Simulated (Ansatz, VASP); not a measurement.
**C in VASP and in Ansatz**

```xyz
15
Lattice="2.5129 0.0000 0.0000 0.0000 2.5129 0.0000 0.0000 0.0000 27.4383" Properties=species:S:1:pos:R:3 pbc="T T T"
C     0.0000    1.2565    7.5773
C     0.0000    0.0000    8.3629
C     1.2565    0.0000    9.2850
C     1.2565    1.2565   10.1626
C     0.0000    1.2565   11.0544
C     0.0000    0.0000   11.9418
C     1.2565    0.0000   12.8307
C     1.2565    1.2565   13.7192
C     0.0000    1.2565   14.6076
C     0.0000    0.0000   15.4966
C     1.2565    0.0000   16.3840
C     1.2565    1.2565   17.2757
C     0.0000    1.2565   18.1533
C     0.0000    0.0000   19.0755
C     1.2565    0.0000   19.8610
```

Alike in both runs: functional PBEsol; k mesh 11 × 11 × 1; occupations gaussian, width 0.05 eV; no spin polarisation.

Ansatz relaxed the structure, and its values are those at the end. VASP's run is a single point on that final structure, the one shown.

|  | VASP | Ansatz |
| --- | --- | --- |
| version | VASP 6.6.1 | Ansatz 0.2.0 |
| potentials or method | VASP PAW PBE potentials, release 64 (C), cutoff 520 eV | scalar-relativistic, plane waves, PAW |
| valence electrons in the cell | 60 | 60 |

Ansatz gave:

* gap on the k mesh at the Fermi level (eV): none
* rms of the force components (eV/Å): 0.000
* work function, face that differs most (eV): 7.28

Q: Which values does VASP return?

A: gap on the k mesh at the Fermi level (eV): none; rms of the force components (eV/Å): 0.013; work function, face that differs most (eV): 7.28.

VASP's potentials were made for PBE, not for PBEsol. A gap of «none» marks a metal or a gap that the smearing closes. With one functional, cell and mesh, what is left measures potentials, basis and numerics. Ansatz's warnings: xc potential rough in thin density.
